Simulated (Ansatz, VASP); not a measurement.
# Sn: VASP beside Ansatz

```
Sn
1.0
    -2.91964    2.91964    1.59380
     2.91964   -2.91964    1.59380
     2.91964    2.91964   -1.59380
Sn
2
Direct
  0.00000 0.00000 0.00000
  0.75000 0.25000 0.50000
```

Alike in both runs: functional PBE; dispersion D4; k mesh 14 × 14 × 14; occupations gaussian, width 0.1 eV; no spin polarisation.

Ansatz relaxed the structure, and its values are those at the end. VASP's run is a single point on that final structure, the one shown.

```csv
,VASP,Ansatz
version,VASP 6.6.1,Ansatz 0.2.0
potentials or method,"VASP PAW PBE potentials, release 64 (Sn_d), cutoff 520 eV","plane waves, PAW"
valence electrons in the cell,28,28
```

VASP gave:

| Quantity | Value |
| --- | --- |
| pressure (GPa) | -0.1 |

**Question.** What did Ansatz give for the same quantities?

**Answer.** Pressure (GPa): 0.0.
